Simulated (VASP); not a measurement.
**P: single point with PBEsol**

The system is P.

```
CELL_PARAMETERS angstrom
2.53213 0.00000 0.00566
0.00000 2.53201 0.00000
-0.01030 0.00000 5.17638
ATOMIC_POSITIONS crystal
P 0.00000 0.00000 0.25000
P 0.00000 0.00000 0.75000
```

This cell differs from its parent crystal: strain +0.040 along x and y, +0.080 along z.

- Program: VASP 6.6.1
- Task: single point
- Functional: PBEsol
- Potentials or basis: VASP PAW PBE potentials, release 64 (P)
- Cutoff: 520 eV
- k mesh: 24 × 24 × 12
- Occupations: gaussian, width 0.15 eV
- Spin: no spin polarisation
- Dipole correction: no
- Further INCAR settings: ALGO = Normal; EDIFF = 1e-06; NBANDS = 12

| Property | Result |
| --- | --- |
| Pressure | -13.4 GPa |
| Band gap on the k mesh | zero (bands 5 and 6 overlap by 9.10 eV) |

Stress tensor (GPa, compression positive):
```
-13.01   0.00  -0.01
  0.00 -13.01   0.00
 -0.01   0.00 -14.22
```

Levels at points of the mesh, in eV from the Fermi level:
```tsv
k point	band 1	band 2	band 3	band 4	band 5	band 6	band 7	band 8	band 9	band 10
(0.00, 0.00, 0.00)	-15.24	-11.78	-7.58	3.83	4.61	4.62	6.76	6.76	6.86	7.12
(0.50, 0.00, 0.00)	-11.40	-7.74	-7.64	-4.87	-4.49	1.63	6.26	7.02	8.96	9.37
(0.00, 0.50, 0.00)	-11.40	-7.74	-7.64	-4.87	-4.49	1.63	6.26	7.02	8.95	9.37
(0.50, 0.50, 0.00)	-7.31	-4.59	-4.59	-2.97	-2.13	-2.13	-1.71	1.66	4.85	5.14
(0.00, 0.00, 0.50)	-14.04	-14.04	-2.93	-2.93	5.48	5.48	5.48	5.48	8.02	8.02
(0.50, 0.00, 0.50)	-10.19	-10.19	-6.58	-6.58	0.18	0.18	5.91	5.91	7.81	7.81
(0.00, 0.50, 0.50)	-10.19	-10.19	-6.58	-6.58	0.18	0.18	5.91	5.91	7.81	7.81
(0.50, 0.50, 0.50)	-6.06	-6.06	-3.62	-3.62	-3.62	-3.62	2.83	2.83	3.41	3.41
```

Wall time 5.9 min on 1 thread of Intel Xeon 8259CL (shared host), peak memory 0.59 GiB.

Caveat: the cell differs from its parent crystal (strain +0.040 along x and y, +0.080 along z); the cell stands under tension; the PAW data sets were made with another functional, which shifts forces and pressure a little.
